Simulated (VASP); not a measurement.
Wanted: the native input for a VASP 6.6.1 run.

```yaml
Task: single point
Functional: LDA
Potentials_or_basis: VASP PAW LDA potentials, release 64 (Ag)
Cutoff: 520 eV
k_mesh: 22 × 22 × 22
Occupations: fermi-dirac, width 0.1 eV
Spin: no spin polarisation
Dipole_correction: no
Further_INCAR_settings: ALGO = Normal; EDIFF = 1e-06; NBANDS = 12
```

The structure of Ag lies in POSCAR:

```
Ag
1.0
    0.0000000000      1.9162401540      1.9162401540
    1.9162401540      0.0000000000      1.9162401540
    1.9162401540      1.9162401540      0.0000000000
Ag
1
Direct
    0.0000000000      0.0000000000      0.0000000000
```

The input as run:

INCAR

```
ALGO = Normal
EDIFF = 1E-6
ENCUT = 520
GGA = CA
ISIF = 2
ISMEAR = -1
LASPH = True
LCHARG = False
LREAL = False
LWAVE = False
NBANDS = 12
NELM = 80
PREC = Accurate
SIGMA = 0.1
```

KPOINTS

```
k-points
0
Gamma
  22 22 22
```

Potentials or basis: VASP PAW LDA potentials, release 64 (Ag).

Launch:

```console
$ cat potpaw_LDA.64/Ag/POTCAR > POTCAR
$ mpirun -np 1 vasp_std > vasp.out
```

Results of the run:

```yaml
Pressure: 25.9 GPa
Band_gap_on_the_k_mesh: zero (an odd number of electrons rules out a gap without spin polarisation)
```

Caveat: the cell stands under pressure.

Wall time 47 s on 1 thread of Intel Xeon 8259CL, with other jobs on the host, peak memory 0.16 GiB.
